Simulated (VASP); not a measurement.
# Pb (Fm-3m) in VASP: single point with PBE

Aim: the single point of Pb with PBE.

Everything below comes from runs of VASP 6.6.1. Logs are shortened: lines on timing, memory, paths and dates and some standing lists are left out, and cuts for length are marked.

## (1) The cell of the first run

Symmetry: Fm-3m, No. 225, cubic system. The conventional cell has a = 5.039 Å, b = 5.039 Å, c = 5.039 Å, α = 90.00°, β = 90.00°, γ = 90.00°. Within 4.7 Å of Pb (site symmetry m-3m) lie 12 Pb at 3.56 Å.

## (2) Single point, PBE

Input file INCAR:

```
PREC = Accurate
ENCUT = 520
EDIFF = 1E-6
ISMEAR = 0
SIGMA = 0.1
LREAL = Auto
LASPH = True
NELM = 100
ALGO = Fast
ISIF = 2
LWAVE = False
LCHARG = False
GGA = PE
NBANDS = 208
```

Input file KPOINTS:

```
regular mesh
0
Gamma
  3 3 3
```

Input file POSCAR:

```
Pb
1.0
   -7.5586333039      7.5586333039      0.0000000000
   -7.5586333039      0.0000000000      7.5586333039
    0.0000000000      7.5586333039      7.5586333039
Pb
27
Direct
    0.0000000000      0.0000000000      0.0000000000
    0.3333333333      0.0000000000      0.0000000000
    0.0000000000      0.3333333333      0.0000000000
    0.0000000000      0.0000000000      0.3333333333
    0.6666666667      0.0000000000      0.0000000000
    0.3333333333      0.3333333333      0.0000000000
    0.3333333333      0.0000000000      0.3333333333
    0.0000000000      0.6666666667      0.0000000000
    0.0000000000      0.3333333333      0.3333333333
    0.0000000000      0.0000000000      0.6666666667
    0.6666666667      0.3333333333      0.0000000000
    0.6666666667      0.0000000000      0.3333333333
    0.3333333333      0.6666666667      0.0000000000
    0.3333333333      0.3333333333      0.3333333333
    0.3333333333      0.0000000000      0.6666666667
    0.0000000000      0.6666666667      0.3333333333
    0.0000000000      0.3333333333      0.6666666667
    0.6666666667      0.6666666667      0.0000000000
    0.6666666667      0.3333333333      0.3333333333
    0.6666666667      0.0000000000      0.6666666667
    0.3333333333      0.6666666667      0.3333333333
    0.3333333333      0.3333333333      0.6666666667
    0.0000000000      0.6666666667      0.6666666667
    0.6666666667      0.6666666667      0.3333333333
    0.6666666667      0.3333333333      0.6666666667
    0.3333333333      0.6666666667      0.6666666667
    0.6666666667      0.6666666667      0.6666666667
```

Potentials or basis: VASP PAW PBE potentials, release 64 (Pb_d).

Run with:

```console
> cat potpaw_PBE.64/Pb_d/POTCAR > POTCAR
> mpirun -np 1 vasp_std > vasp.out
```

OUTCAR:

```text
PREC = Accurate
   ENCUT = 520
   EDIFF = 1E-6
   ISMEAR = 0
   LREAL = Auto
   LASPH = True
   NELM = 100
   ISIF = 2
   GGA = PE

 ion  position               nearest neighbor table
   1  0.000  0.000  0.000-   2 3.56   3 3.56   4 3.56   5 3.56   8 3.56  10 3.56  11 3.56  12 3.56
                            13 3.56  15 3.56  16 3.56  17 3.56
   2  0.333  0.000  0.000-   1 3.56   3 3.56   4 3.56   6 3.56   7 3.56  13 3.56  15 3.56  21 3.56
                            22 3.56  18 3.56  20 3.56   5 3.56
   3  0.000  0.333  0.000-   1 3.56   2 3.56   4 3.56   6 3.56   9 3.56  11 3.56  17 3.56  19 3.56
                            22 3.56  18 3.56  23 3.56   8 3.56
   4  0.000  0.000  0.333-   1 3.56   2 3.56   3 3.56   7 3.56   9 3.56  12 3.56  16 3.56  19 3.56
                            21 3.56  20 3.56  23 3.56  10 3.56
   5  0.667  0.000  0.000-   1 3.56   8 3.56  10 3.56  11 3.56  12 3.56  18 3.56  20 3.56  24 3.56
                            25 3.56   6 3.56   7 3.56   2 3.56
   6  0.333  0.333  0.000-   2 3.56   3 3.56   7 3.56   9 3.56  14 3.56  22 3.56   8 3.56   5 3.56
                            25 3.56  26 3.56  11 3.56  13 3.56
   7  0.333  0.000  0.333-   2 3.56   4 3.56   6 3.56   9 3.56  14 3.56  21 3.56   5 3.56  10 3.56
                            24 3.56  26 3.56  15 3.56  12 3.56
   8  0.000  0.667  0.000-   1 3.56   5 3.56  10 3.56  13 3.56  16 3.56  18 3.56  23 3.56  24 3.56
                            26 3.56   9 3.56   6 3.56   3 3.56
   9  0.000  0.333  0.333-   3 3.56   4 3.56   6 3.56   7 3.56  14 3.56  19 3.56   8 3.56  10 3.56
                            24 3.56  25 3.56  17 3.56  16 3.56
  10  0.000  0.000  0.667-   1 3.56   5 3.56   8 3.56  15 3.56  17 3.56  20 3.56  23 3.56  25 3.56
                            26 3.56   7 3.56   9 3.56   4 3.56
  11  0.667  0.333  0.000-   1 3.56   3 3.56   5 3.56  12 3.56  17 3.56  19 3.56  25 3.56  14 3.56
                            27 3.56   6 3.56  13 3.56  18 3.56
[... 36 lines left out ...]
  Lattice vectors:

 A1 = (  -7.5586333039,   7.5586333039,   0.0000000000)
 A2 = (  -7.5586333039,   0.0000000000,   7.5586333039)
 A3 = (   0.0000000000,   7.5586333039,   7.5586333039)

Analysis of symmetry for initial positions (statically):
=====================================================================
 Subroutine PRICEL returns following result:

  LATTYP: Found a face centered cubic cell.
 ALAT       =     5.0390888688

  Lattice vectors:

 A1 = (  -2.5195444344,   2.5195444344,   0.0000000000)
 A2 = (  -2.5195444344,   0.0000000000,   2.5195444344)
 A3 = (   0.0000000000,   2.5195444344,   2.5195444344)

  27 primitive cells build up your supercell.

 Routine SETGRP: Setting up the symmetry group for a
 face centered cubic supercell.

 Subroutine GETGRP returns: Found 48 space group operations
 (whereof 48 operations were pure point group operations)
 out of a pool of 48 trial point group operations.

The static configuration has the point symmetry O_h .

Analysis of symmetry for dynamics (positions and initial velocities):
=====================================================================
 Subroutine PRICEL returns following result:

  LATTYP: Found a face centered cubic cell.
 ALAT       =     5.0390888688

  Lattice vectors:

 A1 = (  -2.5195444344,   2.5195444344,   0.0000000000)
 A2 = (  -2.5195444344,   0.0000000000,   2.5195444344)
 A3 = (   0.0000000000,   2.5195444344,   2.5195444344)

  27 primitive cells build up your supercell.

 Routine SETGRP: Setting up the symmetry group for a
 face centered cubic supercell.

 Subroutine GETGRP returns: Found 48 space group operations
 (whereof 48 operations were pure point group operations)
 out of a pool of 48 trial point group operations.

The dynamic configuration has the point symmetry O_h .

 Subroutine INISYM returns: Found 48 space group operations
 (whereof 48 operations are pure point group operations),
 and found    27 'primitive' translations

----------------------------------------------------------------------------------------

                                     Primitive cell

  volume of cell :      31.9887

  direct lattice vectors                    reciprocal lattice vectors
    -2.519544434  2.519544434  0.000000000    -0.198448574  0.198448574 -0.198448574
    -2.519544434  0.000000000  2.519544434    -0.198448574 -0.198448574  0.198448574
     0.000000000  2.519544434  2.519544434     0.198448574  0.198448574  0.198448574

  length of vectors
     3.563173910  3.563173910  3.563173910     0.343723013  0.343723013  0.343723013

  position of ions in fractional coordinates (direct lattice)
     0.000000000  0.000000000  0.000000000

  ion indices of the primitive-cell ions
   primitive index   ion index
                 1           1

----------------------------------------------------------------------------------------

 KPOINTS: regular mesh

Automatic generation of k-mesh.
 Grid dimensions read from file:
 generate k-points for:    3    3    3

 Generating k-lattice:

  Cartesian coordinates                     Fractional coordinates (reciprocal lattice)
    -0.022049842  0.022049842 -0.022049842     0.333333333  0.000000000  0.000000000
    -0.022049842 -0.022049842  0.022049842     0.000000000  0.333333333  0.000000000
     0.022049842  0.022049842  0.022049842     0.000000000  0.000000000  0.333333333

  Length of vectors
     0.038191446  0.038191446  0.038191446

  Shift w.r.t. Gamma in fractional coordinates (k-lattice)
     0.000000000  0.000000000  0.000000000

 Subroutine IBZKPT returns following result:
 ===========================================

 Found      4 irreducible k-points:

 Following reciprocal coordinates:
            Coordinates               Weight
  0.000000  0.000000  0.000000      1.000000
  0.333333  0.000000  0.000000      8.000000
  0.333333  0.333333  0.000000      6.000000
 -0.333333  0.333333  0.000000     12.000000
   k-points           NKPTS =      4   k-points in BZ     NKDIM =      4   number of bands    NBANDS=    208
   number of dos      NEDOS =    301   number of ions     NIONS =     27
   total plane-waves  NPLWV = 512000
   dimension x,y,z NGX =    80 NGY =   80 NGZ =   80
   dimension x,y,z NGXF=   160 NGYF=  160 NGZF=  160
   ions per type =              27
   NGX,Y,Z   is equivalent  to a cutoff of  12.44, 12.44, 12.44 a.u.
   NGXF,Y,Z  is equivalent  to a cutoff of  24.88, 24.88, 24.88 a.u.
 SYSTEM =  unknown system
   PREC   = accura    normal or accurate (medium, high low for compatibility)
   ISTART =      0    job   : 0-new  1-cont  2-samecut
   ICHARG =      2    charge: 1-file 2-atom 10-const
   ISPIN  =      1    spin polarized calculation?
   LNONCOLLINEAR =      F non collinear calculations
   LSORBIT =      F    spin-orbit coupling
   LASPH  =      T    aspherical Exc in radial PAW
   ENCUT  =  520.0 eV  38.22 Ry    6.18 a.u.  19.88 19.88 19.88*2*pi/ulx,y,z
   NELM   =    100;   NELMIN=  2; NELMDL= -5     # of ELM steps
   EDIFF  = 0.1E-05   stopping-criterion for ELM
   LREAL  =      T    real-space projection
   EDIFFG = 0.1E-04   stopping-criterion for IOM
   NSW    =      0    number of steps for IOM
   IBRION =     -1    ionic relax: 0-MD 1-quasi-New 2-CG
   NFREE  =      0    steps in history (QN), initial steepest desc. (CG)
   ISIF   =      2    stress and relaxation
   ISYM   =      2    0-nonsym 1-usesym 2-fastsym
   POTIM  = 0.5000    time-step for ionic-motion
   TEBEG  =    0.0;   TEEND  =   0.0 temperature during run
   PSTRESS=    0.0 pullay stress
   NELECT =     378.0000    total number of electrons
   NUPDOWN=      -1.0000    fix difference up-down
   EMIN   =  10.00;   EMAX   =-10.00  energy-range for DOS
   EFERMI =   0.00;   METHOD = LEGACY
   ISMEAR =     0;   SIGMA  =   0.10  broadening in eV -4-tet -1-fermi 0-gaus
   EFERMI_NEDOS =   21; number of points for ismear=-14 and -15
   IALGO  =     68    algorithm
   IMIX   =      4    mixing-type and parameters
     AMIX     =   0.40;   BMIX     =  1.00
     AMIX_MAG =   1.60;   BMIX_MAG =  1.00
  volume/ion in A,a.u.               =      31.99       215.87
  Fermi-wavevector in a.u.,A,eV,Ry     =   1.242946  2.348827 21.019831  1.544914
  Thomas-Fermi vector in A             =   2.377278
   LORBIT       =      0    0 simple, 1 ext, 2 COOP (PROOUT), +10 PAW based schemes
   GGA     = PE    functional components
   LHFCALC =     F    Hartree Fock is set to
   AEXX    =    0.0000 exact exchange contribution
   IVDW    =     0    specifies the selected vdW correction
   LEPSILON=     F    determine dielectric tensor
   LRPA    =     F    only Hartree local field effects (RPA)
 non-spin polarized calculation
 RMM-DIIS sequential band-by-band and
 Gauss-broadening in eV      SIGMA  =   0.10
  energy-cutoff  :      520.00
  volume of cell :      863.69
 maximum number of plane-waves:     23289
   NGX = 39   NGY = 39   NGZ = 39

 number of electron     378.0000008 magnetization

 Free energy of the ion-electron system (eV)
  ---------------------------------------------------
  ext. energy  EPLUGINS =         0.00000000
  ---------------------------------------------------
  free energy    TOTEN  =       -96.67793998 eV

  energy without entropy =      -96.61918782  energy(sigma->0) =      -96.64856390

 E-fermi :   6.5686     XC(G=0):  -9.9318

 val. band max:        6.5596789430   @ k =   0.0000   0.0000   0.0000
 cond. band min:       6.6010277368   @ k =   0.3333   0.3333   0.0000
 fundamental gap:      0.0413487938
 Fermi energy:         6.5686478389

 k-point     1 :       0.0000    0.0000    0.0000
  band No.  band energies     occupation
      1     -10.4471      2.00000
      2     -10.4471      2.00000
      3     -10.4471      2.00000
      4     -10.4471      2.00000
      5     -10.4471      2.00000
      6     -10.4471      2.00000
[... 805 lines left out ...]
    200       7.9719      0.00000
    201       8.5391      0.00000
 [bands above 201 left out]

------------------------ aborting loop because EDIFF is reached ----------------------------------------

  FORCE on cell =-STRESS in cart. coord.  units (eV):
  Direction    XX          YY          ZZ          XY          YZ          ZX
  --------------------------------------------------------------------------------------
  -------------------------------------------------------------------------------------
  Total       -1.2317106     -1.2317106     -1.2317106     -0.0000000     -0.0000000     -0.0000000
  in kB       -2.2848592     -2.2848592     -2.2848592     -0.0000000     -0.0000000     -0.0000000
  external PRESSURE =      -2.2848592 kB  Pullay stress =       0.0000000 kB

 VOLUME and BASIS-vectors are now :
 -----------------------------------------------------------------------------
  energy-cutoff  :      520.00
  volume of cell :      863.69
      direct lattice vectors                 reciprocal lattice vectors
    -7.558633304  7.558633304  0.000000000    -0.066149525  0.066149525 -0.066149525
    -7.558633304  0.000000000  7.558633304    -0.066149525 -0.066149525  0.066149525
     0.000000000  7.558633304  7.558633304     0.066149525  0.066149525  0.066149525

 POSITION                                       TOTAL-FORCE (eV/Angst)
 -----------------------------------------------------------------------------------
      0.00000      0.00000      0.00000         0.000000     -0.000000     -0.000000
     -2.51954      2.51954      0.00000        -0.000000      0.000000     -0.000000
     -2.51954      0.00000      2.51954        -0.000000     -0.000000     -0.000000
      0.00000      2.51954      2.51954        -0.000000      0.000000      0.000000
     -5.03909      5.03909      0.00000         0.000000      0.000000      0.000000
     -5.03909      2.51954      2.51954         0.000000      0.000000     -0.000000
[... 19 lines left out ...]
     -7.55863      7.55863     10.07818        -0.000000      0.000000      0.000000
    -10.07818     10.07818     10.07818        -0.000000     -0.000000     -0.000000
 -----------------------------------------------------------------------------------
    total drift:                                0.000000     -0.000000     -0.000000

  FREE ENERGIE OF THE ION-ELECTRON SYSTEM (eV)
  ---------------------------------------------------
  free  energy   TOTEN  =       -96.6779399820 eV

  energy  without entropy=      -96.6191878182  energy(sigma->0) =      -96.64856390
```

Run time: 44 min. Hardware: 1 thread of Oxide Virtual Turin-like, shared host; peak memory 1.2 GiB.

Results:

```
Free energy            : -96.6779 eV
Pressure               : -0.2 GPa
Band gap on the k mesh : zero (bands 189 and 190 overlap by 1.88 eV)
```

Levels at points of the mesh, in eV from the Fermi level:
```csv
k point,band 186,band 187,band 188,band 189,band 190,band 191,band 192,band 193,band 194,band 195
"(0.00, 0.00, 0.00)",-1.31,-1.31,-1.31,-1.31,-1.31,-1.31,-1.31,-1.31,-1.31,-0.01
```

Caveat: spin-orbit coupling is left out, which moves the levels of the heavy elements.

The gap in the log of VASP goes by the Fermi energy; the results here count the filled bands.